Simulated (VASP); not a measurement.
# CrBiF3 (Pm-3m) in VASP: single point with PBE

Aim: the single point of CrBiF3 with PBE.

All numbers are computed with VASP 6.6.1; they aren't measurements. Logs are shortened: lines on timing, memory, paths and dates and some standing lists are left out, and cuts for length are marked.

## Step 1: The cell of the first run

It takes space group Pm-3m (No. 221, cubic). Conventional cell: a = 4.679 Å, b = 4.679 Å, c = 4.679 Å, α = 90.00°, β = 90.00°, γ = 90.00°. Cr (site symmetry m-3m) has 12 F at 3.31 Å and 8 Bi at 4.05 Å within 4.4 Å. Within 3.1 Å of Bi (site symmetry m-3m) lie 6 F at 2.34 Å. F (site symmetry 4/mmm) has 2 Bi at 2.34 Å within 3.1 Å.

The cell was built from a structure type or drawn by symmetry, and may not be a known phase.

## Step 2: Single point, PBE, collinear spin, ferromagnetic start

Input file INCAR:

```
PREC = Accurate
ENCUT = 520
EDIFF = 1E-6
ISMEAR = 0
SIGMA = 0.1
LREAL = F
LASPH = T
NELM = 150
ALGO = Fast
ISIF = 2
LWAVE = F
LCHARG = T
ISPIN = 2
MAGMOM = 5.29 0 0 0 0
LORBIT = 11
LMAXMIX = 4
GGA = PE
LELF = T
LVHAR = T
NBANDS = 36
```

Input file KPOINTS:

```
Automatic mesh
0
Gamma
  8 8 8
```

Input file POSCAR:

```
CrBiF3
1.0
    4.6788545415      0.0000000000      0.0000000000
    0.0000000000      4.6788545415      0.0000000000
    0.0000000000      0.0000000000      4.6788545415
Cr Bi F
1 1 3
Direct
    0.0000000000      0.0000000000      0.0000000000
    0.5000000000      0.5000000000      0.5000000000
    0.5000000000      0.5000000000      0.0000000000
    0.5000000000      0.0000000000      0.5000000000
    0.0000000000      0.5000000000      0.5000000000
```

Potentials or basis: VASP PAW PBE potentials, release 64 (Cr_pv, Bi_d, F).

Run with:

```
$ cat potpaw_PBE.64/Cr_pv/POTCAR potpaw_PBE.64/Bi_d/POTCAR potpaw_PBE.64/F/POTCAR > POTCAR
$ mpirun -np 1 vasp_std > vasp.out
```

OUTCAR:

```text
PREC = Accurate
   ENCUT = 520
   EDIFF = 1E-6
   ISMEAR = 0
   LREAL = F
   LASPH = T
   NELM = 150
   ISIF = 2
   ISPIN = 2
   LORBIT = 11
   GGA = PE

 ion  position               nearest neighbor table
   1  0.000  0.000  0.000-
   2  0.500  0.500  0.500-   3 2.34   4 2.34   5 2.34   3 2.34   4 2.34   5 2.34
   3  0.500  0.500  0.000-   2 2.34   2 2.34
   4  0.500  0.000  0.500-   2 2.34   2 2.34
   5  0.000  0.500  0.500-   2 2.34   2 2.34

  LATTYP: Found a simple cubic cell.
 ALAT       =     4.6788545415

  Lattice vectors:

 A1 = (   4.6788545415,   0.0000000000,   0.0000000000)
 A2 = (   0.0000000000,   4.6788545415,   0.0000000000)
 A3 = (   0.0000000000,   0.0000000000,   4.6788545415)

Analysis of symmetry for initial positions (statically):
=====================================================================
 Subroutine PRICEL returns:
 Original cell was already a primitive cell.

 Routine SETGRP: Setting up the symmetry group for a
 simple cubic supercell.

 Subroutine GETGRP returns: Found 48 space group operations
 (whereof 48 operations were pure point group operations)
 out of a pool of 48 trial point group operations.

The static configuration has the point symmetry O_h .

Analysis of symmetry for dynamics (positions and initial velocities):
=====================================================================
 Subroutine PRICEL returns:
 Original cell was already a primitive cell.

 Routine SETGRP: Setting up the symmetry group for a
 simple cubic supercell.

 Subroutine GETGRP returns: Found 48 space group operations
 (whereof 48 operations were pure point group operations)
 out of a pool of 48 trial point group operations.

The dynamic configuration has the point symmetry O_h .

Analysis of structural, dynamic, and magnetic symmetry:
=====================================================================
 Subroutine PRICEL returns:
 Original cell was already a primitive cell.

 Routine SETGRP: Setting up the symmetry group for a
 simple cubic supercell.

 Subroutine GETGRP returns: Found 48 space group operations
 (whereof 48 operations were pure point group operations)
 out of a pool of 48 trial point group operations.

The overall configuration has the point symmetry O_h .

 Subroutine INISYM returns: Found 48 space group operations
 (whereof 48 operations are pure point group operations),
 and found     1 'primitive' translations

----------------------------------------------------------------------------------------

                                     Primitive cell

  volume of cell :     102.4280

  direct lattice vectors                    reciprocal lattice vectors
     4.678854541  0.000000000  0.000000000     0.213727525  0.000000000  0.000000000
     0.000000000  4.678854541  0.000000000     0.000000000  0.213727525  0.000000000
     0.000000000  0.000000000  4.678854541     0.000000000  0.000000000  0.213727525

  length of vectors
     4.678854541  4.678854541  4.678854541     0.213727525  0.213727525  0.213727525

  position of ions in fractional coordinates (direct lattice)
     0.000000000  0.000000000  0.000000000
     0.500000000  0.500000000  0.500000000
     0.500000000  0.500000000  0.000000000
     0.500000000  0.000000000  0.500000000
     0.000000000  0.500000000  0.500000000

  ion indices of the primitive-cell ions
   primitive index   ion index
                 1           1
                 2           2
                 3           3
                 4           4
                 5           5

----------------------------------------------------------------------------------------

 KPOINTS: Automatic mesh

Automatic generation of k-mesh.
 Grid dimensions read from file:
 generate k-points for:    8    8    8

 Generating k-lattice:

  Cartesian coordinates                     Fractional coordinates (reciprocal lattice)
     0.026715941  0.000000000  0.000000000     0.125000000  0.000000000  0.000000000
     0.000000000  0.026715941  0.000000000     0.000000000  0.125000000  0.000000000
     0.000000000  0.000000000  0.026715941     0.000000000  0.000000000  0.125000000

  Length of vectors
     0.026715941  0.026715941  0.026715941

  Shift w.r.t. Gamma in fractional coordinates (k-lattice)
     0.000000000  0.000000000  0.000000000

 Subroutine IBZKPT returns following result:
 ===========================================

 Found     35 irreducible k-points:

 Following reciprocal coordinates:
            Coordinates               Weight
  0.000000  0.000000  0.000000      1.000000
  0.125000  0.000000  0.000000      6.000000
  0.250000  0.000000  0.000000      6.000000
  0.375000  0.000000  0.000000      6.000000
  0.500000  0.000000  0.000000      3.000000
  0.125000  0.125000  0.000000     12.000000
[... 16 lines left out ...]
  0.375000  0.375000  0.125000     24.000000
  0.500000  0.375000  0.125000     24.000000
 [... further k-points ...]
   k-points           NKPTS =     35   k-points in BZ     NKDIM =     35   number of bands    NBANDS=     36
   number of dos      NEDOS =    301   number of ions     NIONS =      5
   total plane-waves  NPLWV =  46656
   dimension x,y,z NGX =    36 NGY =   36 NGZ =   36
   dimension x,y,z NGXF=    72 NGYF=   72 NGZF=   72
   ions per type =               1   1   3
   NGX,Y,Z   is equivalent  to a cutoff of  12.79, 12.79, 12.79 a.u.
   NGXF,Y,Z  is equivalent  to a cutoff of  25.58, 25.58, 25.58 a.u.
 SYSTEM =  unknown system
   PREC   = accura    normal or accurate (medium, high low for compatibility)
   ISTART =      0    job   : 0-new  1-cont  2-samecut
   ICHARG =      2    charge: 1-file 2-atom 10-const
   ISPIN  =      2    spin polarized calculation?
   LNONCOLLINEAR =      F non collinear calculations
   LSORBIT =      F    spin-orbit coupling
   LASPH  =      T    aspherical Exc in radial PAW
   ENCUT  =  520.0 eV  38.22 Ry    6.18 a.u.   8.70  8.70  8.70*2*pi/ulx,y,z
   NELM   =    150;   NELMIN=  2; NELMDL= -5     # of ELM steps
   EDIFF  = 0.1E-05   stopping-criterion for ELM
   LREAL  =      F    real-space projection
   EDIFFG = 0.1E-04   stopping-criterion for IOM
   NSW    =      0    number of steps for IOM
   IBRION =     -1    ionic relax: 0-MD 1-quasi-New 2-CG
   NFREE  =      0    steps in history (QN), initial steepest desc. (CG)
   ISIF   =      2    stress and relaxation
   ISYM   =      2    0-nonsym 1-usesym 2-fastsym
   POTIM  = 0.5000    time-step for ionic-motion
   TEBEG  =    0.0;   TEEND  =   0.0 temperature during run
   PSTRESS=    0.0 pullay stress
   NELECT =      48.0000    total number of electrons
   NUPDOWN=      -1.0000    fix difference up-down
   EMIN   =  10.00;   EMAX   =-10.00  energy-range for DOS
   EFERMI =   0.00;   METHOD = LEGACY
   ISMEAR =     0;   SIGMA  =   0.10  broadening in eV -4-tet -1-fermi 0-gaus
   EFERMI_NEDOS =   21; number of points for ismear=-14 and -15
   IALGO  =     68    algorithm
   IMIX   =      4    mixing-type and parameters
     AMIX     =   0.40;   BMIX     =  1.00
     AMIX_MAG =   1.60;   BMIX_MAG =  1.00
  volume/ion in A,a.u.               =      20.49       138.24
  Fermi-wavevector in a.u.,A,eV,Ry     =   1.271596  2.402967 22.000015  1.616955
  Thomas-Fermi vector in A             =   2.404520
   LORBIT       =     11    0 simple, 1 ext, 2 COOP (PROOUT), +10 PAW based schemes
   GGA     = PE    functional components
   LHFCALC =     F    Hartree Fock is set to
   AEXX    =    0.0000 exact exchange contribution
   IVDW    =     0    specifies the selected vdW correction
   LEPSILON=     F    determine dielectric tensor
   LRPA    =     F    only Hartree local field effects (RPA)
 spin polarized calculation
 RMM-DIIS sequential band-by-band and
 Gauss-broadening in eV      SIGMA  =   0.10
  energy-cutoff  :      520.00
  volume of cell :      102.43
 maximum number of plane-waves:      2800
 NGX is ok and might be reduce to    36
   NGX = 17   NGY = 17   NGZ = 17

 number of electron      47.9999988 magnetization       5.8841996

 Free energy of the ion-electron system (eV)
  ---------------------------------------------------
  ext. energy  EPLUGINS =         0.00000000
  ---------------------------------------------------
  free energy    TOTEN  =       -24.59777410 eV

  energy without entropy =      -24.59088195  energy(sigma->0) =      -24.59432802

 E-fermi :   3.9800     XC(G=0):  -8.7345

 val. band max:        3.9776309289   @ k =   0.5000   0.3750   0.3750
 cond. band min:       3.9984893012   @ k =   0.5000   0.0000   0.0000
 fundamental gap:      0.0208583723
 Fermi energy:         3.9800345318

 spin component 1

 k-point     1 :       0.0000    0.0000    0.0000
  band No.  band energies     occupation
      1     -39.2619      1.00000
      2     -39.2619      1.00000
      3     -39.2619      1.00000
      4     -21.8544      1.00000
      5     -21.8544      1.00000
      6     -21.1082      1.00000
[... 28 lines left out ...]
     35      10.9041      0.00000
     36      11.3434      0.00000
[... 866 lines left out ...]
      6     -21.0388      1.00000
[... 28 lines left out ...]
     35      12.7377      0.00000
     36      13.0985      0.00000

 [... further k-points ...]

 spin component 2

 k-point     1 :       0.0000    0.0000    0.0000
  band No.  band energies     occupation
      1     -34.9374      1.00000
      2     -34.9374      1.00000
      3     -34.9374      1.00000
      4     -21.7946      1.00000
      5     -21.7946      1.00000
      6     -21.0021      1.00000
[... 28 lines left out ...]
     35      12.2788      0.00000
     36      13.3346      0.00000
[... 866 lines left out ...]
      6     -21.0078      1.00000
[... 28 lines left out ...]
     35      13.7991      0.00000
     36      14.2211      0.00000

 [... further k-points ...]
[... 5 lines left out ...]
  --------------------------------------------------------------------------------------
  -------------------------------------------------------------------------------------
  Total       -0.1196842     -0.1196842     -0.1196842      0.0000000      0.0000000     -0.0000000
  in kB       -1.8720994     -1.8720994     -1.8720994      0.0000000      0.0000000     -0.0000000
  external PRESSURE =      -1.8720994 kB  Pullay stress =       0.0000000 kB

 VOLUME and BASIS-vectors are now :
 -----------------------------------------------------------------------------
  energy-cutoff  :      520.00
  volume of cell :      102.43
      direct lattice vectors                 reciprocal lattice vectors
     4.678854541  0.000000000  0.000000000     0.213727525  0.000000000  0.000000000
     0.000000000  4.678854541  0.000000000     0.000000000  0.213727525  0.000000000
     0.000000000  0.000000000  4.678854541     0.000000000  0.000000000  0.213727525

 POSITION                                       TOTAL-FORCE (eV/Angst)
 -----------------------------------------------------------------------------------
      0.00000      0.00000      0.00000         0.000000      0.000000      0.000000
      2.33943      2.33943      2.33943         0.000000      0.000000      0.000000
      2.33943      2.33943      0.00000         0.000000      0.000000      0.000000
      2.33943      0.00000      2.33943         0.000000      0.000000      0.000000
      0.00000      2.33943      2.33943         0.000000      0.000000      0.000000
 -----------------------------------------------------------------------------------
    total drift:                                0.000000      0.000000      0.000000

  FREE ENERGIE OF THE ION-ELECTRON SYSTEM (eV)
  ---------------------------------------------------
  free  energy   TOTEN  =       -24.5977741003 eV

  energy  without entropy=      -24.5908819470  energy(sigma->0) =      -24.59432802

 total charge

# of ion       s       p       d       tot
------------------------------------------
    1        0.213   5.989   4.303  10.505
    2        1.687   0.703  10.003  12.393
    3        1.749   4.306   0.000   6.055
    4        1.749   4.306   0.000   6.055
    5        1.749   4.306   0.000   6.055
--------------------------------------------------
tot          7.148  19.609  14.306  41.062

 magnetization (x)

# of ion       s       p       d       tot
------------------------------------------
    1        0.202   0.009   4.290   4.501
    2        0.011   0.078   0.001   0.091
    3        0.007   0.052   0.000   0.059
    4        0.007   0.052   0.000   0.059
    5        0.007   0.052   0.000   0.059
--------------------------------------------------
tot          0.234   0.244   4.291   4.770
```

It took 2.6 min on 1 thread of Intel Xeon 6975P-C (Granite Rapids), shared host; peak memory 0.36 GiB.

What came out:

- Free energy: -24.5978 eV
- Pressure: -0.2 GPa
- Net moment: 5.88 μB per cell
- Site moments: Cr +4.50; Bi +0.09; F +0.06 μB
- Valence electrons inside the program's atomic spheres: Cr 10.51; Bi 12.39; F 6.05

Caveat: spin-orbit coupling is left out, which moves the levels of the heavy elements; a cell with one magnetic atom can't hold antiferromagnetic order, which such compounds often take; semilocal functionals often make such compounds metallic where correlation or magnetic order opens a gap, which also shifts bond lengths.
